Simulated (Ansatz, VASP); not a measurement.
**One calculation of I, two programs**

```
CELL_PARAMETERS angstrom
-1.61746 1.61746 4.26481
1.61746 -1.61746 4.26481
1.61746 1.61746 -4.26481
ATOMIC_POSITIONS crystal
I 0.00000 0.00000 0.00000
```

Alike in both runs: task single point; functional PBE-based screened hybrid with a share of 0.25 of exact exchange and HFSCREEN = 0.15; k mesh 6 × 6 × 6; occupations fermi-dirac, width 0.05 eV; no spin polarisation.

```csv
,VASP,Ansatz
version,VASP 6.6.1,Ansatz 0.2.0
potentials or method,"VASP PAW PBE potentials, release 64 (I)",Ansatz PAW
plane-wave cutoff (eV),520,420
valence electrons in the cell,7,17
```

Ansatz gave:

| Property | Result |
| --- | --- |
| gap on the k mesh at the Fermi level (eV) | none |
| pressure (GPa) | -0.8 |
| traceless stress, the component that is largest in VASP (GPa) | 0.82 |

**Question.** Estimate VASP's values.

**Answer.** gap on the k mesh at the Fermi level (eV): none; pressure (GPa): -1.0; traceless stress, the component that is largest in VASP (GPa): 0.97.

VASP's potentials were made for PBE, not for PBE-based screened hybrid. A gap of «none» marks a metal or a gap that the smearing closes. VASP's potentials hold 7 valence electrons a cell and Ansatz's 17, so a difference there can come from the potentials and not from the codes.

The k mesh is coarse, so the values compare programs but aren't converged. Neither program's run includes spin-orbit coupling.
